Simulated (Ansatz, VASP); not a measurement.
## Two plane-wave programs on Li3BH6

File INCAR:

```
ALGO = Normal
EDIFF = 1E-6
ENCUT = 520
GGA = PE
ISIF = 2
ISMEAR = 0
LASPH = T
LCHARG = F
LREAL = F
LWAVE = F
NBANDS = 20
NELM = 100
PREC = Accurate
SIGMA = 0.1
```

File KPOINTS:

```
k-points
0
Gamma
  4 4 4
```

The input POSCAR:

```
Li3BH6
1.0
   -2.9154969400      2.9645001200      3.0079412900
    2.9154969400     -2.9645001200      3.0079412900
    2.9154969400      2.9645001200     -3.0079412900
Li B H
3 1 6
Direct
    0.0000000000      0.0000000000      0.0000000000
    0.7168241600      0.5000000000      0.2168241600
    0.2831758400      0.5000000000      0.7831758400
    0.5000000000      0.0000000000      0.5000000000
    0.8695106200      0.2083830300      0.6611275900
    0.4527445600      0.7916169700      0.6611275900
    0.1304893800      0.7916169700      0.3388724100
    0.5472554400      0.2083830300      0.3388724100
    0.5000000000      0.6797061900      0.1797061900
    0.5000000000      0.3202938100      0.8202938100
```

Input for Ansatz:

```yaml
crystal:
  lattice:
    - [-2.91549694, 2.96450012, 3.00794129]
    - [2.91549694, -2.96450012, 3.00794129]
    - [2.91549694, 2.96450012, -3.00794129]
  atoms:
    - { symbol: Li, position: [0.0, 0.0, 0.0] }
    - { symbol: Li, position: [0.71682416, 0.5, 0.21682416] }
    - { symbol: Li, position: [0.28317584, 0.5, 0.78317584] }
    - { symbol: B, position: [0.5, 0.0, 0.5] }
    - { symbol: H, position: [0.86951062, 0.20838303, 0.66112759] }
    - { symbol: H, position: [0.45274456, 0.79161697, 0.66112759] }
    - { symbol: H, position: [0.13048938, 0.79161697, 0.33887241] }
    - { symbol: H, position: [0.54725544, 0.20838303, 0.33887241] }
    - { symbol: H, position: [0.5, 0.67970619, 0.17970619] }
    - { symbol: H, position: [0.5, 0.32029381, 0.82029381] }
basis:
  ecutwfc: 420
kpoints:
  mp_grid: { grid: [4, 4, 4] }
hamiltonian:
  xc: pbe
scf:
  occupations: { method: gaussian, width: 0.1 }
  lower_state_search: "off"
output:
  forces: true
  stress: true
  eigenvalues: true
```

Alike in both runs: task single point; functional PBE; k mesh 4 × 4 × 4; occupations gaussian, width 0.1 eV; no spin polarisation.

|  | VASP | Ansatz |
| --- | --- | --- |
| version | VASP 6.6.1 | Ansatz 0.2.0 |
| potentials or method | VASP PAW PBE potentials, release 64 (Li_sv, B, H), cutoff 520 eV | scalar-relativistic, plane waves, PAW |
| valence electrons in the cell | 18 | 18 |

VASP gave:

```
gap on the k mesh at the Fermi level (eV) : 0.19
least direct gap on the mesh (eV)         : 0.76
rms of the force components (eV/Å)        : 0.731
```

Problem. What did Ansatz give for the same quantities?

Solution. gap on the k mesh at the Fermi level (eV): 0.18; least direct gap on the mesh (eV): 0.75; rms of the force components (eV/Å): 0.727.

Atom by atom the forces differ by 0.006 eV/Å (rms over components).

Noted on VASP's run: the cutoff is short for stress, so the pressure is rough.
